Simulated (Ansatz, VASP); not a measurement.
# SiO2: VASP beside Ansatz

The input INCAR:

```
PREC = Accurate
ENCUT = 600
EDIFF = 1E-6
ISMEAR = 0
SIGMA = 0.01
LREAL = F
LASPH = T
NELM = 100
ALGO = Normal
ISIF = 3
LWAVE = F
LCHARG = F
GGA = PE
IBRION = 2
NSW = 80
EDIFFG = -0.001
```

The input KPOINTS:

```
regular mesh
0
Gamma
  6 6 6
```

File POSCAR:

```
SiO2
1.0
   -2.5133692696      2.5133692696      3.6893906705
    2.5133692696     -2.5133692696      3.6893906705
    2.5133692696      2.5133692696     -3.6893906705
Si O
2 4
Direct
    0.0000000000      0.0000000000      0.0000000000
    0.7500000000      0.2500000000      0.5000000000
    0.9670112602      0.6250000000      0.8420112602
    0.3750000000      0.2170112602      0.3420112602
    0.7829887398      0.1250000000      0.1579887398
    0.8750000000      0.0329887398      0.6579887398
```

Input for Ansatz:

```yaml
crystal:
  lattice:
    - [-2.5133693063, 2.5133693063, 3.6893905631]
    - [2.5133693063, -2.5133693063, 3.6893905631]
    - [2.5133693063, 2.5133693063, -3.6893905631]
  atoms:
    - { symbol: Si, position: [0.0, 0.0, 0.0] }
    - { symbol: Si, position: [0.75, 0.25, 0.5] }
    - { symbol: O, position: [0.9670112707, 0.625, 0.8420112707] }
    - { symbol: O, position: [0.375, 0.2170112707, 0.3420112707] }
    - { symbol: O, position: [0.7829887293, 0.125, 0.1579887293] }
    - { symbol: O, position: [0.875, 0.0329887293, 0.6579887293] }
basis:
  ecutwfc: 420
kpoints:
  mp_grid: { grid: [6, 6, 6] }
hamiltonian:
  xc: pbe
scf:
  occupations: { method: fixed }
output:
  forces: true
  stress: true
  eigenvalues: true
  write_density: true
  write_potential: true
  elf: true
  volumetric_format: npy
relax:
  adjacent_minimum: "off"
  f_tol: 0.001
  max_steps: 60
  cell: { stress_tol: 0.01 }
```

Alike in both runs: task relaxation of cell and atoms; functional PBE; k mesh 6 × 6 × 6; no spin polarisation.

|  | VASP | Ansatz |
| --- | --- | --- |
| version | VASP 6.6.1 | Ansatz 0.2.0 |
| potentials or method | VASP PAW PBE potentials, release 64 (Si, O), cutoff 600 eV | scalar-relativistic, plane waves, PAW |
| occupations | gaussian, width 0.01 eV | fixed |
| valence electrons in the cell | 32 | 32 |

Ansatz gave:

| Property | Result |
| --- | --- |
| gap on the k mesh at the Fermi level, each at its own relaxed structure (eV) | 5.73 |
| relaxed volume (Å³/atom) | 15.55 |
| relaxed cell length with the largest relative difference (Å) | 5.124 |

**Question.** Which values does VASP return?

**Answer.** gap on the k mesh at the Fermi level, each at its own relaxed structure (eV): 5.74; relaxed volume (Å³/atom): 15.53; relaxed cell length with the largest relative difference (Å): 5.122.
